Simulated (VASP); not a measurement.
# Fe (Fm-3m) in VASP: notebook

The runs below take Fe through single point, with PBE.

All numbers are computed with VASP 6.6.1; they aren't measurements. Logs are shortened: lines on timing, memory, paths and dates and some standing lists are left out, and cuts for length are marked.

**1. The cell of the first run**

The structure is cubic, space group Fm-3m (No. 225). Conventional cell: a = 3.555 Å, b = 3.555 Å, c = 3.555 Å, α = 90.00°, β = 90.00°, γ = 90.00°. Within 3.3 Å of Fe (site symmetry m-3m) lie 12 Fe at 2.51 Å.

**2. Single point, PBE, collinear spin, zero start**

Input file INCAR:

```
PREC     = Accurate       # precision mode
ENCUT    = 520            # plane-wave cutoff, eV
EDIFF    = 1E-6           # SCF threshold, eV
ISMEAR   = -1             # smearing method
SIGMA    = 0.1            # smearing width, eV
LREAL    = False          # projectors in reciprocal space
LASPH    = True           # aspherical terms in the spheres
NELM     = 150            # most SCF steps
ALGO     = Normal         # electronic algorithm
ISIF     = 2              # what is computed and relaxed
LWAVE    = False          # write WAVECAR
LCHARG   = False          # write CHGCAR
ISPIN    = 2              # spin polarisation
MAGMOM   = 0              # initial moments
LORBIT   = 11             # projections on sites
NUPDOWN  = 0.0            # fixed moment
LMAXMIX  = 4              # l up to which the mixer works
GGA      = PE             # functional
NBANDS   = 14             # bands
```

Input file KPOINTS:

```
Automatic mesh
0
Gamma
  12 12 12
```

Input file POSCAR:

```
Fe
1.0
    0.0000000000      1.7775000000      1.7775000000
    1.7775000000      0.0000000000      1.7775000000
    1.7775000000      1.7775000000      0.0000000000
Fe
1
Direct
    0.0000000000      0.0000000000      0.0000000000
```

Potentials or basis: VASP PAW PBE potentials, release 64 (Fe).

The run is started by

```bash
$ cat potpaw_PBE.64/Fe/POTCAR > POTCAR
$ mpirun -np 1 vasp_std > vasp.out
```

OUTCAR:

```text
PREC = Accurate
   ENCUT = 520
   EDIFF = 1E-6
   ISMEAR = -1
   LREAL = False
   LASPH = True
   NELM = 150
   ISIF = 2
   ISPIN = 2
   LORBIT = 11
   NUPDOWN = 0.0
   GGA = PE

 ion  position               nearest neighbor table
   1  0.000  0.000  0.000-

  LATTYP: Found a face centered cubic cell.
 ALAT       =     3.5550000000

  Lattice vectors:

 A1 = (   0.0000000000,   1.7775000000,   1.7775000000)
 A2 = (   1.7775000000,   0.0000000000,   1.7775000000)
 A3 = (   1.7775000000,   1.7775000000,   0.0000000000)

Analysis of symmetry for initial positions (statically):
=====================================================================
 Subroutine PRICEL returns:
 Original cell was already a primitive cell.

 Routine SETGRP: Setting up the symmetry group for a
 face centered cubic supercell.

 Subroutine GETGRP returns: Found 48 space group operations
 (whereof 48 operations were pure point group operations)
 out of a pool of 48 trial point group operations.

The static configuration has the point symmetry O_h .

Analysis of symmetry for dynamics (positions and initial velocities):
=====================================================================
 Subroutine PRICEL returns:
 Original cell was already a primitive cell.

 Routine SETGRP: Setting up the symmetry group for a
 face centered cubic supercell.

 Subroutine GETGRP returns: Found 48 space group operations
 (whereof 48 operations were pure point group operations)
 out of a pool of 48 trial point group operations.

The dynamic configuration has the point symmetry O_h .

Analysis of structural, dynamic, and magnetic symmetry:
=====================================================================
 Subroutine PRICEL returns:
 Original cell was already a primitive cell.

 Routine SETGRP: Setting up the symmetry group for a
 face centered cubic supercell.

 Subroutine GETGRP returns: Found 48 space group operations
 (whereof 48 operations were pure point group operations)
 out of a pool of 48 trial point group operations.

The overall configuration has the point symmetry O_h .

 Subroutine INISYM returns: Found 48 space group operations
 (whereof 48 operations are pure point group operations),
 and found     1 'primitive' translations

----------------------------------------------------------------------------------------

                                     Primitive cell

  volume of cell :      11.2320

  direct lattice vectors                    reciprocal lattice vectors
     0.000000000  1.777500000  1.777500000    -0.281293952  0.281293952  0.281293952
     1.777500000  0.000000000  1.777500000     0.281293952 -0.281293952  0.281293952
     1.777500000  1.777500000  0.000000000     0.281293952  0.281293952 -0.281293952
[... 118 lines left out ...]

 number of electron       7.9999995 magnetization       0.0000000

 number of electron       7.9999995 magnetization      -0.0000000

 Free energy of the ion-electron system (eV)
  ---------------------------------------------------
  ext. energy  EPLUGINS =         0.00000000
  ---------------------------------------------------
  free energy    TOTEN  =        -8.03732865 eV

  energy without entropy =       -7.97654201  energy(sigma->0) =       -8.00693533

 E-fermi :   5.8109     XC(G=0): -13.2315

 val. band max:        5.7924607535   @ k =   0.0833   0.0833   0.0000
 cond. band min:       5.8231882497   @ k =  -0.4167   0.3333   0.0000
 fundamental gap:      0.0307274962
 Fermi energy:         5.8109325754

 spin component 1

 k-point     1 :       0.0000    0.0000    0.0000
  band No.  band energies     occupation
      1      -2.5010      1.00000
      2       4.3845      1.00000
      3       4.3845      1.00000
      4       4.3845      1.00000
      5       5.7344      0.68252
      6       5.7344      0.68252
      7      28.3448      0.00000
      8      33.1861      0.00000
      9      33.1861      0.00000
     10      33.1861      0.00000
     11      36.2919      0.00000
     12      36.2919      0.00000
     13      36.2919      0.00000
     14      38.2402      0.00000
[... 379 lines left out ...]
      3       4.4777      1.00000
      4       4.7656      0.99997
      5       6.4973      0.00104
      6       9.1711      0.00000
      7      13.5862      0.00000
      8      23.0724      0.00000
      9      27.9212      0.00000
     10      28.5426      0.00000
     11      37.4863      0.00000
     12      37.6416      0.00000
     13      45.1220      0.00000
     14      47.6757      0.00000

 [... further k-points ...]

 spin component 2

 k-point     1 :       0.0000    0.0000    0.0000
  band No.  band energies     occupation
      1      -2.5010      1.00000
      2       4.3845      1.00000
      3       4.3845      1.00000
      4       4.3845      1.00000
      5       5.7344      0.68252
      6       5.7344      0.68252
      7      28.3448      0.00000
      8      33.1861      0.00000
      9      33.1861      0.00000
     10      33.1861      0.00000
     11      36.2919      0.00000
     12      36.2919      0.00000
     13      36.2919      0.00000
     14      38.2402      0.00000
[... 379 lines left out ...]
      3       4.4777      1.00000
      4       4.7656      0.99997
      5       6.4973      0.00104
      6       9.1711      0.00000
      7      13.5862      0.00000
      8      23.0724      0.00000
      9      27.9212      0.00000
     10      28.5426      0.00000
     11      37.4863      0.00000
     12      37.6416      0.00000
     13      45.1220      0.00000
     14      47.6757      0.00000

 [... further k-points ...]
[... 5 lines left out ...]
  --------------------------------------------------------------------------------------
  -------------------------------------------------------------------------------------
  Total       -1.4586224     -1.4586224     -1.4586224     -0.0000000      0.0000000      0.0000000
  in kB     -208.0628886   -208.0628886   -208.0628886     -0.0000000      0.0000000      0.0000000
  external PRESSURE =    -208.0628886 kB  Pullay stress =       0.0000000 kB

 VOLUME and BASIS-vectors are now :
 -----------------------------------------------------------------------------
  energy-cutoff  :      520.00
  volume of cell :       11.23
      direct lattice vectors                 reciprocal lattice vectors
     0.000000000  1.777500000  1.777500000    -0.281293952  0.281293952  0.281293952
     1.777500000  0.000000000  1.777500000     0.281293952 -0.281293952  0.281293952
     1.777500000  1.777500000  0.000000000     0.281293952  0.281293952 -0.281293952

 POSITION                                       TOTAL-FORCE (eV/Angst)
 -----------------------------------------------------------------------------------
      0.00000      0.00000      0.00000         0.000000     -0.000000     -0.000000
 -----------------------------------------------------------------------------------
    total drift:                                0.000000     -0.000000      0.000000

  FREE ENERGIE OF THE ION-ELECTRON SYSTEM (eV)
  ---------------------------------------------------
  free  energy   TOTEN  =        -8.0373286494 eV

  energy  without entropy=       -7.9765420065  energy(sigma->0) =       -8.00693533

 total charge

# of ion       s       p       d       tot
------------------------------------------
    1        0.491   0.540   6.251   7.282

 magnetization (x)

# of ion       s       p       d       tot
------------------------------------------
    1        0.000   0.000  -0.000  -0.000
```

OSZICAR:

```text
N       E                     dE             d eps       ncg     rms          rms(c)
DAV:   1     0.212178615019E+02    0.21218E+02   -0.40351E+03  4398   0.731E+02
DAV:   2    -0.875039510331E+01   -0.29968E+02   -0.27810E+02  4428   0.129E+02
DAV:   3    -0.967037677659E+01   -0.91998E+00   -0.90659E+00  4830   0.234E+01
DAV:   4    -0.967350442768E+01   -0.31277E-02   -0.31272E-02  4788   0.123E+00
DAV:   5    -0.967351950562E+01   -0.15078E-04   -0.15078E-04  4890   0.873E-02    0.113E+01
DAV:   6    -0.822685529495E+01    0.14467E+01   -0.13822E+01  5064   0.429E+01    0.302E+00
DAV:   7    -0.805510307723E+01    0.17175E+00   -0.11295E+00  4878   0.117E+01    0.777E-01
DAV:   8    -0.804231265759E+01    0.12790E-01   -0.11244E-02  5574   0.781E-01    0.362E-01
DAV:   9    -0.803732172172E+01    0.49909E-02   -0.39353E-03  5092   0.278E-01    0.567E-02
DAV:  10    -0.803732924540E+01   -0.75237E-05   -0.10376E-05  4884   0.318E-02    0.208E-02
DAV:  11    -0.803732864937E+01    0.59603E-06   -0.52277E-07  3574   0.378E-03
   1 F= -.80373286E+01 E0= -.80069353E+01  d E =-.607866E-01  mag=     0.0000
```

stdout:

```text
POSCAR found type information on POSCAR Fe
 POSCAR found :  1 types and       1 ions
 scaLAPACK will be used
 LDA part: xc-table for (Slater+PW92), standard interpolation
 POSCAR, INCAR and KPOINTS ok, starting setup
 FFT: planning ... GRIDC
 FFT: planning ... GRID_SOFT
 FFT: planning ... GRID
 WAVECAR not read
 entering main loop
```

Wall time 13 s (1 thread of Intel Xeon Platinum 8488C (Sapphire Rapids), shared host); peak memory 0.13 GiB.

What came out:

```yaml
Free_energy: -8.0373 eV
Pressure: -20.8 GPa
Net_moment: 0.00 μB per cell
Valence_electrons_inside_the_program's_atomic_spheres: Fe 7.28
```

Caveat: the total moment is fixed, so each spin has its own Fermi level.

**3. Single point, PBE, collinear spin, ferromagnetic start**

Input file INCAR:

```
PREC     = Accurate       # precision mode
ENCUT    = 520            # plane-wave cutoff, eV
EDIFF    = 1E-6           # SCF threshold, eV
ISMEAR   = -1             # smearing method
SIGMA    = 0.1            # smearing width, eV
LREAL    = F              # projectors in reciprocal space
LASPH    = T              # aspherical terms in the spheres
NELM     = 150            # most SCF steps
ALGO     = Normal         # electronic algorithm
ISIF     = 2              # what is computed and relaxed
LWAVE    = F              # write WAVECAR
LCHARG   = F              # write CHGCAR
ISPIN    = 2              # spin polarisation
MAGMOM   = 4              # initial moments
LORBIT   = 11             # projections on sites
LMAXMIX  = 4              # l up to which the mixer works
GGA      = PE             # functional
NBANDS   = 14             # bands
```

Input file KPOINTS:

```
regular mesh
0
Gamma
  12 12 12
```

POSCAR is that of step 2.

Potentials or basis: VASP PAW PBE potentials, release 64 (Fe).

The run is started by

```bash
$ cat potpaw_PBE.64/Fe/POTCAR > POTCAR
$ mpirun -np 1 vasp_std > vasp.out
```

Run time: 21 s. Hardware: 1 thread of Intel Xeon Platinum 8488C (Sapphire Rapids), shared host; peak memory 0.14 GiB.

Results (log left out):

```
Free energy                                           : -8.0997 eV
Pressure                                              : -8.3 GPa
Net moment                                            : 1.46 μB per cell
Site moments                                          : Fe +1.46 μB
Valence electrons inside the program's atomic spheres : Fe 7.29
```

Levels at points of the mesh, in eV from the Fermi level:
Spin up:
```tsv
k point	band 1	band 2	band 3	band 4	band 5	band 6	band 7	band 8	band 9	band 10
(0.00, 0.00, 0.00)	-8.46	-1.95	-1.95	-1.95	-1.00	-1.00	22.55	27.14	27.14	27.14
(0.50, 0.00, 0.00)	-4.71	-2.23	-2.23	0.08	0.14	0.14	7.05	21.15	25.05	25.05
(0.50, 0.50, 0.00)	-4.97	-4.11	-0.13	0.51	0.51	2.89	10.24	15.04	15.04	20.14
```
Spin down:
| k point | band 1 | band 2 | band 3 | band 4 | band 5 | band 6 |
| --- | --- | --- | --- | --- | --- | --- |
| (0.00, 0.00, 0.00) | -8.33 | -0.81 | -0.81 | -0.81 | 1.03 | 1.03 |
| (0.50, 0.00, 0.00) | -4.01 | -0.69 | -0.69 | 0.17 | 1.77 | 1.77 |
| (0.50, 0.50, 0.00) | -3.74 | -3.20 | 1.83 | 1.83 | 1.99 | 3.02 |

**4. Single point, PBE, collinear spin, ferromagnetic start**

Input file INCAR:

```
SYSTEM = Fe
PREC = Accurate ; ENCUT = 520
EDIFF = 1E-6 ; ISMEAR = -1
SIGMA = 0.1 ; LREAL = .False.
LASPH = .True. ; NELM = 150
ALGO = Normal ; ISIF = 2
LWAVE = .False. ; LCHARG = .False.
ISPIN = 2 ; MAGMOM = 0.73
LORBIT = 11 ; NUPDOWN = 0.73
LMAXMIX = 4 ; GGA = PE
NBANDS = 14
```

Input file KPOINTS:

```
regular mesh
0
Gamma
  12 12 12
  0 0 0
```

POSCAR is that of step 3.

The run is started by

```bash
$ cat potpaw_PBE.64/Fe/POTCAR > POTCAR
$ mpirun -np 1 vasp_std > vasp.out
```

Wall time 14 s (1 thread of Intel Xeon Platinum 8488C (Sapphire Rapids), shared host); peak memory 0.14 GiB.

The run converged. Its results:

* Free energy: -8.0690 eV
* Pressure: -16.9 GPa
* Net moment: 0.73 μB per cell
* Site moments: Fe +0.73 μB
* Valence electrons inside the program's atomic spheres: Fe 7.28

Caveat: the total moment is fixed, so each spin has its own Fermi level.

**5. The runs side by side**

| spin | fixed moment (μB) | pressure (GPa) | moment (μB) |
| --- | --- | --- | --- |
| collinear, zero start | 0.0 | -20.8 | 0.00 |
| collinear, ferromagnetic start | - | -8.3 | 1.46 |
| collinear, ferromagnetic start | 0.73 | -16.9 | 0.73 |

Alike in all rows: task single point; level PBE; potentials or basis VASP PAW PBE potentials, release 64 (Fe); cell as given; k mesh 12 × 12 × 12; cutoff (eV) 520; smearing fermi-dirac 0.1 eV.

Caveats: the total moment is fixed, so each spin has its own Fermi level (some runs).

Absolute energies hang on the potentials; compare differences alone.
